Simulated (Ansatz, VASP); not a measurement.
## RbCl in VASP and in Ansatz

```
Rb Cl
1.0
     0.00000    3.27400    3.27400
     3.27400    0.00000    3.27400
     3.27400    3.27400    0.00000
Rb Cl
1 1
Cartesian
  0.0250 0.0000 0.0000
  3.2740 3.2740 3.2740
```

Alike in both runs: task single point; functional LDA; k mesh 6 × 6 × 6; no spin polarisation.

|  | VASP | Ansatz |
| --- | --- | --- |
| version | VASP 6.6.1 | Ansatz 0.2.0 |
| potentials or method | VASP PAW LDA potentials, release 64 (Rb_sv, Cl) | plane waves, PAW |
| plane-wave cutoff (eV) | 500 | 420 |
| occupations | gaussian, width 0.01 eV | fixed |
| valence electrons in the cell | 16 | 16 |

|  | VASP | Ansatz | Ansatz less VASP |
| --- | --- | --- | --- |
| rms of the force components (eV/Å) | 0.016 | 0.015 | -0.0003 |

LDA's correlation is that of Perdew and Zunger in VASP and of Perdew and Wang (1992) in Ansatz. Atom by atom the forces differ by 0.000 eV/Å (rms over components).
